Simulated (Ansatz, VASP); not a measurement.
# Two plane-wave programs on Mg

POSCAR

```
Mg
1.0
    0.0400810000      2.2703780000      2.3179540000
    2.2497710000      0.0627820000      2.2952530000
    2.2508710000      2.2487770000      0.0616820000
Mg
1
Direct
    0.0000000000      0.0000000000      0.0000000000
```

File INCAR.step1:

```
SYSTEM = Mg
  PREC = Accurate
  ENCUT = 520
  EDIFF = 1E-5
  ISMEAR = 0
  SIGMA = 0.15
  LREAL = .FALSE.
  LASPH = .TRUE.
  NELM = 100
  ALGO = Normal
  ISIF = 2
  LWAVE = .TRUE.
  LCHARG = .FALSE.
  GGA = PE
  NBANDS = 7
```

Contents of INCAR.step2:

```
SYSTEM = Mg
  PREC = Accurate
  ENCUT = 520
  EDIFF = 1E-7
  ISMEAR = 0
  SIGMA = 0.15
  LREAL = .FALSE.
  LASPH = .TRUE.
  NELM = 100
  ALGO = Normal
  ISIF = 2
  LWAVE = .FALSE.
  LCHARG = .FALSE.
  METAGGA = R2SCAN
  LHFCALC = .TRUE.
  AEXX = 0.1
  LMIXTAU = .TRUE.
  PRECFOCK = Normal
  ISTART = 1
  NBANDS = 7
```

KPOINTS

```
regular mesh
0
G
  7 7 7
  0 0 0
```

input.yaml

```yaml
crystal:
  lattice:
    - [0.040081, 2.270378, 2.317954]
    - [2.249771, 0.062782, 2.295253]
    - [2.250871, 2.248777, 0.061682]
  atoms:
    - { symbol: Mg, position: [0.0, 0.0, 0.0] }
hamiltonian:
  xc: r2scanh
  pseudopotentials: { kind: paw }
kpoints:
  mp_grid: { grid: [7, 7, 7] }
scf:
  occupations: { method: gaussian, width: 0.15 }
output:
  forces: true
  stress: true
  eigenvalues: true
  write_density: true
  write_potential: true
  elf: true
  volumetric_format: npy
```

Change from the starting cell: cell strained at random at fixed volume.

Alike in both runs: functional r2SCANh; k mesh 7 × 7 × 7; occupations gaussian, width 0.15 eV; no spin polarisation.

|  | VASP | Ansatz |
| --- | --- | --- |
| version | VASP 6.6.1 | Ansatz 0.2.0 |
| potentials or method | VASP PAW PBE potentials, release 64 (Mg) | Ansatz PAW |
| plane-wave cutoff (eV) | 520 | 500 |
| valence electrons in the cell | 2 | 10 |
| task | single point | electron localisation function |

VASP gave:

* gap on the k mesh at the Fermi level (eV): none
* pressure (GPa): 0.1
* traceless stress, the component that is largest in VASP (GPa): -1.99

Q: Estimate Ansatz's values.

A: gap on the k mesh at the Fermi level (eV): none; pressure (GPa): 0.4; traceless stress, the component that is largest in VASP (GPa): -1.99.

VASP's potentials were made for PBE, not for r2SCANh. A gap of «none» marks a metal or a gap that the smearing closes. VASP's potentials hold 2 valence electrons a cell and Ansatz's 10, so a difference there can come from the potentials and not from the codes.
